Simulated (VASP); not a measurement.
# W (I4/mmm) in VASP: further runs

The runs below take W through single point, with PBEsol.

Program: VASP 6.6.1. These are calculated values, not measurements. Logs are shortened: lines on timing, memory, paths and dates and some standing lists are left out, and cuts for length are marked.

## Step 1: The cell of the first run

It takes space group I4/mmm (No. 139, tetragonal). Conventional cell: a = 3.541 Å, b = 3.541 Å, c = 2.503 Å, α = 90.00°, β = 90.00°, γ = 90.00°. Within 3.3 Å of W (site symmetry 4/mmm) lie 10 W at 2.50 to 2.80 Å.

## Step 2: Single point, PBEsol

INCAR

```
SYSTEM = W
PREC = Accurate
ENCUT = 520
EDIFF = 1E-7
ISMEAR = 0
SIGMA = 0.15
LREAL = .FALSE.
LASPH = .TRUE.
NELM = 80
ALGO = Fast
ISIF = 2
LWAVE = .FALSE.
LCHARG = .FALSE.
GGA = PS
NBANDS = 13
```

KPOINTS

```
Automatic mesh
0
G
  30 30 30
  0 0 0
```

POSCAR

```
W
1.0
   -1.7704139723      1.7704139723      1.2516826784
    1.7704139723     -1.7704139723      1.2516826784
    1.7704139723      1.7704139723     -1.2516826784
W
1
Direct
    0.0000000000      0.0000000000      0.0000000000
```

Potentials or basis: VASP PAW PBE potentials, release 64 (W_sv).

On the command line:

```
cat potpaw_PBE.64/W_sv/POTCAR > POTCAR
mpirun -np 1 vasp_std > vasp.out
```

OUTCAR:

```text
SYSTEM = W
   PREC = Accurate
   ENCUT = 520
   EDIFF = 1E-7
   ISMEAR = 0
   LREAL = .FALSE.
   LASPH = .TRUE.
   NELM = 80
   ISIF = 2
   GGA = PS

 ion  position               nearest neighbor table
   1  0.000  0.000  0.000-

  LATTYP: Found a body centered tetragonal cell.
 ALAT       =     3.5408279446
 C/A-ratio  =     0.7070000000

  Lattice vectors:

 A1 = (  -1.7704139723,   1.7704139723,   1.2516826784)
 A2 = (   1.7704139723,  -1.7704139723,   1.2516826784)
 A3 = (   1.7704139723,   1.7704139723,  -1.2516826784)

Analysis of symmetry for initial positions (statically):
=====================================================================
 Subroutine PRICEL returns:
 Original cell was already a primitive cell.

 Routine SETGRP: Setting up the symmetry group for a
 body centered tetragonal supercell.

 Subroutine GETGRP returns: Found 16 space group operations
 (whereof 16 operations were pure point group operations)
 out of a pool of 16 trial point group operations.

The static configuration has the point symmetry D_4h.

Analysis of symmetry for dynamics (positions and initial velocities):
=====================================================================
 Subroutine PRICEL returns:
 Original cell was already a primitive cell.

 Routine SETGRP: Setting up the symmetry group for a
 body centered tetragonal supercell.

 Subroutine GETGRP returns: Found 16 space group operations
 (whereof 16 operations were pure point group operations)
 out of a pool of 16 trial point group operations.

The dynamic configuration has the point symmetry D_4h.

 Subroutine INISYM returns: Found 16 space group operations
 (whereof 16 operations are pure point group operations),
 and found     1 'primitive' translations

----------------------------------------------------------------------------------------

                                     Primitive cell

  volume of cell :      15.6929

  direct lattice vectors                    reciprocal lattice vectors
    -1.770413972  1.770413972  1.251682678     0.000000000  0.282419823  0.399462267
     1.770413972 -1.770413972  1.251682678     0.282419823  0.000000000  0.399462267
     1.770413972  1.770413972 -1.251682678     0.282419823  0.282419823  0.000000000

  length of vectors
     2.799185738  2.799185738  2.799185738     0.489214737  0.489214737  0.399401943

  position of ions in fractional coordinates (direct lattice)
     0.000000000  0.000000000  0.000000000

  ion indices of the primitive-cell ions
   primitive index   ion index
                 1           1

----------------------------------------------------------------------------------------

 KPOINTS: Automatic mesh

Automatic generation of k-mesh.
 Grid dimensions read from file:
 generate k-points for:   30   30   30

 Generating k-lattice:

  Cartesian coordinates                     Fractional coordinates (reciprocal lattice)
     0.000000000  0.009413994  0.013315409     0.033333333 -0.000000000  0.000000000
     0.009413994  0.000000000  0.013315409    -0.000000000  0.033333333  0.000000000
     0.009413994  0.009413994  0.000000000     0.000000000  0.000000000  0.033333333

  Length of vectors
     0.016307158  0.016307158  0.013313398

  Shift w.r.t. Gamma in fractional coordinates (k-lattice)
     0.000000000  0.000000000  0.000000000

 Subroutine IBZKPT returns following result:
 ===========================================

 Found   1992 irreducible k-points:

 Following reciprocal coordinates:
            Coordinates               Weight
  0.000000  0.000000  0.000000      1.000000
  0.033333  0.000000  0.000000      8.000000
  0.066667  0.000000 -0.000000      8.000000
  0.100000  0.000000 -0.000000      8.000000
  0.133333  0.000000  0.000000      8.000000
  0.166667  0.000000 -0.000000      8.000000
[... 16 lines left out ...]
  0.233333  0.033333 -0.000000     16.000000
  0.266667  0.033333 -0.000000     16.000000
 [... further k-points ...]
   k-points           NKPTS =   1992   k-points in BZ     NKDIM =   1992   number of bands    NBANDS=     13
   number of dos      NEDOS =    301   number of ions     NIONS =      1
   total plane-waves  NPLWV =  13824
   dimension x,y,z NGX =    24 NGY =   24 NGZ =   24
   dimension x,y,z NGXF=    48 NGYF=   48 NGZF=   48
   ions per type =               1
   NGX,Y,Z   is equivalent  to a cutoff of  14.25, 14.25, 14.25 a.u.
   NGXF,Y,Z  is equivalent  to a cutoff of  28.51, 28.51, 28.51 a.u.
 SYSTEM =  W
   PREC   = accura    normal or accurate (medium, high low for compatibility)
   ISTART =      0    job   : 0-new  1-cont  2-samecut
   ICHARG =      2    charge: 1-file 2-atom 10-const
   ISPIN  =      1    spin polarized calculation?
   LNONCOLLINEAR =      F non collinear calculations
   LSORBIT =      F    spin-orbit coupling
   LASPH  =      T    aspherical Exc in radial PAW
   ENCUT  =  520.0 eV  38.22 Ry    6.18 a.u.   5.20  5.20  5.20*2*pi/ulx,y,z
   NELM   =     80;   NELMIN=  2; NELMDL= -5     # of ELM steps
   EDIFF  = 0.1E-06   stopping-criterion for ELM
   LREAL  =      F    real-space projection
   EDIFFG = 0.1E-05   stopping-criterion for IOM
   NSW    =      0    number of steps for IOM
   IBRION =     -1    ionic relax: 0-MD 1-quasi-New 2-CG
   NFREE  =      0    steps in history (QN), initial steepest desc. (CG)
   ISIF   =      2    stress and relaxation
   ISYM   =      2    0-nonsym 1-usesym 2-fastsym
   POTIM  = 0.5000    time-step for ionic-motion
   TEBEG  =    0.0;   TEEND  =   0.0 temperature during run
   PSTRESS=    0.0 pullay stress
   NELECT =      14.0000    total number of electrons
   NUPDOWN=      -1.0000    fix difference up-down
   EMIN   =  10.00;   EMAX   =-10.00  energy-range for DOS
   EFERMI =   0.00;   METHOD = LEGACY
   ISMEAR =     0;   SIGMA  =   0.15  broadening in eV -4-tet -1-fermi 0-gaus
   EFERMI_NEDOS =   21; number of points for ismear=-14 and -15
   IALGO  =     68    algorithm
   IMIX   =      4    mixing-type and parameters
     AMIX     =   0.40;   BMIX     =  1.00
     AMIX_MAG =   1.60;   BMIX_MAG =  1.00
  volume/ion in A,a.u.               =      15.69       105.90
  Fermi-wavevector in a.u.,A,eV,Ry     =   1.575976  2.978162 33.792787  2.483700
  Thomas-Fermi vector in A             =   2.676879
   LORBIT       =      0    0 simple, 1 ext, 2 COOP (PROOUT), +10 PAW based schemes
   GGA     = PS    functional components
   LHFCALC =     F    Hartree Fock is set to
   AEXX    =    0.0000 exact exchange contribution
   IVDW    =     0    specifies the selected vdW correction
   LEPSILON=     F    determine dielectric tensor
   LRPA    =     F    only Hartree local field effects (RPA)
 non-spin polarized calculation
 RMM-DIIS sequential band-by-band and
 Gauss-broadening in eV      SIGMA  =   0.15
  energy-cutoff  :      520.00
  volume of cell :       15.69
 maximum number of plane-waves:       449
 NGX is ok and might be reduce to    24
   NGX = 11   NGY = 11   NGZ = 11

 number of electron      13.9999998 magnetization

 Free energy of the ion-electron system (eV)
  ---------------------------------------------------
  ext. energy  EPLUGINS =         0.00000000
  ---------------------------------------------------
  free energy    TOTEN  =       -13.05781733 eV

  energy without entropy =      -13.05127992  energy(sigma->0) =      -13.05454863

 E-fermi :  11.4282     XC(G=0): -13.7549

 val. band max:       11.4241471673   @ k =  -0.3000   0.1333   0.0333
 cond. band min:      11.4297545637   @ k =  -0.2667   0.4667   0.2000
 fundamental gap:      0.0056073965
 Fermi energy:        11.4281715915

 k-point     1 :       0.0000    0.0000    0.0000
  band No.  band energies     occupation
      1     -62.6419      2.00000
      2     -26.3689      2.00000
      3     -26.3689      2.00000
      4     -25.5752      2.00000
      5       1.7860      2.00000
      6       7.6791      2.00000
      7       9.4102      2.00000
      8      13.3839      0.00000
      9      13.3839      0.00000
     10      15.4741      0.00000
     11      24.7138      0.00000
     12      24.7138      0.00000
     13      32.9332      0.00000

 k-point     2 :       0.0333    0.0000    0.0000
  band No.  band energies     occupation
      1     -62.6390      2.00000
      2     -26.3728      2.00000
      3     -26.3719      2.00000
      4     -25.6009      2.00000
      5       1.8536      2.00000
      6       7.7098      2.00000
      7       9.4650      2.00000
      8      13.2962      0.00000
      9      13.3015      0.00000
     10      15.4263      0.00000
     11      24.8737      0.00000
     12      24.8752      0.00000
     13      32.6285      0.00000

 k-point     3 :       0.0667    0.0000   -0.0000
  band No.  band energies     occupation
      1     -62.6305      2.00000
      2     -26.3848      2.00000
      3     -26.3806      2.00000
      4     -25.6757      2.00000
      5       2.0534      2.00000
      6       7.7976      2.00000
      7       9.6255      2.00000
      8      13.0511      0.00000
      9      13.0759      0.00000
     10      15.2966      0.00000
     11      25.3224      0.00000
     12      25.3335      0.00000
     13      31.8275      0.00000

 k-point     4 :       0.1000    0.0000   -0.0000
  band No.  band energies     occupation
      1     -62.6167      2.00000
      2     -26.4061      2.00000
      3     -26.3946      2.00000
      4     -25.7932      2.00000
      5       2.3756      2.00000
      6       7.9286      2.00000
      7       9.8762      2.00000
      8      12.7034      0.00000
      9      12.7639      0.00000
     10      15.1123      0.00000
     11      25.9479      0.00000
     12      26.0436      0.00000
     13      30.8583      0.00000

 k-point     5 :       0.1333    0.0000    0.0000
  band No.  band energies     occupation
      1     -62.5983      2.00000
      2     -26.4404      2.00000
      3     -26.4132      2.00000
      4     -25.9417      2.00000
      5       2.8036      2.00000
      6       8.0756      2.00000
      7      10.1748      2.00000
      8      12.3510      0.00000
      9      12.4418      0.00000
     10      14.8960      0.00000
     11      26.5454      0.00000
     12      26.9425      0.00000
     13      30.0458      0.00000
[... 257 lines left out ...]
 k-point    22 :       0.2000    0.0333   -0.0000
  band No.  band energies     occupation
      1     -62.5278      2.00000
      2     -26.7249      2.00000
      3     -26.4592      2.00000
      4     -26.3329      2.00000
      5       4.2539      2.00000
      6       8.2211      2.00000
      7      10.3722      2.00000
      8      11.8769      0.00002
      9      12.8467      0.00000
     10      14.2273      0.00000
     11      26.0619      0.00000
     12      29.6317      0.00000
     13      30.7230      0.00000

 k-point    23 :       0.2333    0.0333   -0.0000
  band No.  band energies     occupation
      1     -62.5000      2.00000
      2     -26.9231      2.00000
      3     -26.4898      2.00000
      4     -26.3806      2.00000
      5       4.7552      2.00000
      6       8.0608      2.00000
      7      10.2011      2.00000
      8      12.2093      0.00000
      9      13.5592      0.00000
     10      14.0241      0.00000
     11      25.2837      0.00000
     12      30.1961      0.00000
     13      31.5030      0.00000

 k-point    24 :       0.2667    0.0333   -0.0000
  band No.  band energies     occupation
      1     -62.4725      2.00000
      2     -27.1281      2.00000
      3     -26.5188      2.00000
      4     -26.4141      2.00000
      5       5.1366      2.00000
      6       7.8214      2.00000
      7      10.2359      2.00000
      8      12.7113      0.00000
      9      13.7164      0.00000
     10      14.5086      0.00000
     11      24.5299      0.00000
     12      30.3006      0.00000
     13      31.6014      0.00000

 [... further k-points ...]

------------------------ aborting loop because EDIFF is reached ----------------------------------------

  FORCE on cell =-STRESS in cart. coord.  units (eV):
  Direction    XX          YY          ZZ          XY          YZ          ZX
  --------------------------------------------------------------------------------------
  -------------------------------------------------------------------------------------
  Total        0.0569937      0.0569937      5.5345106      0.0000000     -0.0000000      0.0000000
  in kB        5.8188044      5.8188044    565.0487465      0.0000000     -0.0000000      0.0000000
  external PRESSURE =     192.2287851 kB  Pullay stress =       0.0000000 kB

 VOLUME and BASIS-vectors are now :
 -----------------------------------------------------------------------------
  energy-cutoff  :      520.00
  volume of cell :       15.69
      direct lattice vectors                 reciprocal lattice vectors
    -1.770413972  1.770413972  1.251682678     0.000000000  0.282419823  0.399462267
     1.770413972 -1.770413972  1.251682678     0.282419823  0.000000000  0.399462267
     1.770413972  1.770413972 -1.251682678     0.282419823  0.282419823  0.000000000

 POSITION                                       TOTAL-FORCE (eV/Angst)
 -----------------------------------------------------------------------------------
      0.00000      0.00000      0.00000         0.000000      0.000000      0.000000
 -----------------------------------------------------------------------------------
    total drift:                                0.000000     -0.000000      0.000000

  FREE ENERGIE OF THE ION-ELECTRON SYSTEM (eV)
  ---------------------------------------------------
  free  energy   TOTEN  =       -13.0578173325 eV

  energy  without entropy=      -13.0512799193  energy(sigma->0) =      -13.05454863
```

It took 5 min on 1 thread of AMD EPYC 9R45 (Zen 5), shared host; peak memory 0.45 GiB.

What came out:

| Quantity | Value |
| --- | --- |
| Free energy | -13.0578 eV |
| Pressure | 19.2 GPa |
| Band gap on the k mesh | zero (bands 7 and 8 overlap by 7.50 eV) |

Stress tensor (GPa, compression positive):
```
 0.58  0.00  0.00
 0.00  0.58  0.00
 0.00  0.00 56.50
```

Caveat: the stress differs along the axes, from 1 to 57 GPa; the PAW data sets were made with another functional, which shifts forces and pressure a little; spin-orbit coupling is left out, which moves the levels of the heavy elements.

[end of part 1 of 2]
